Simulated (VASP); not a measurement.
Runs of VASP 6.6.1 on SnO2. The structure is that of space group P6_3/mmc (No. 194), or close to it. The cells are those of the table. 

| cell | gap on the mesh (eV) | pressure (GPa) | largest force (eV/Å) |
| --- | --- | --- | --- |
| a = 3.168, b = 3.168, c = 10.827 Å, angles 90.0, 90.0, 120.0°, 6 atoms | 2.37 | 1.1 | 0.31 |
| a = 3.276, b = 3.276, c = 10.127 Å, angles 90.0, 90.0, 120.0°, 6 atoms | (d) | -4.1 | 0.08 |
| a = 3.275, b = 3.275, c = 10.330 Å, angles 90.0, 90.0, 120.0°, 6 atoms | 1.68 | -5.3 | 0.31 |
| a = 3.123, b = 3.123, c = 10.050 Å, angles 90.0, 90.0, 120.0°, 6 atoms | 2.60 | (a) | 1.12 |
| a = 3.211, b = 3.211, c = 10.541 Å, angles 90.0, 90.0, 120.0°, 6 atoms | 2.09 | -1.0 | 0.20 |
| a = 3.041, b = 3.041, c = 10.601 Å, angles 90.0, 90.0, 120.0°, 6 atoms | 3.18 | 20.6 | 1.02 |
| a = 3.189, b = 3.189, c = 10.897 Å, angles 90.0, 90.0, 120.0°, 6 atoms | (b) | -1.4 | 0.52 |
| a = 3.319, b = 3.319, c = 10.058 Å, angles 90.0, 90.0, 120.0°, 6 atoms | 1.36 | (c) | 0.23 |

Alike in all rows: task single point; level PBE+D3(BJ); potentials or basis VASP PAW PBE potentials, release 64 (Sn_d, O); no spin polarisation; k mesh 12 × 12 × 4; cutoff (eV) 520; smearing gaussian 0.05 eV.

Estimate the missing entries.

(a) 14.6; (b) 2.25; (c) -7.2; (d) 1.63.

Caveats: spin-orbit coupling is left out, which moves the levels of the heavy elements; the cell stands under tension (at least some runs); the cell stands under pressure (at least some runs); forces of over 1 eV/Å act on the atoms, so gaps and moduli don't describe the material at rest (at least some runs).

A k mesh can miss the band edges, and the runs leave out spin-orbit coupling on Sn.
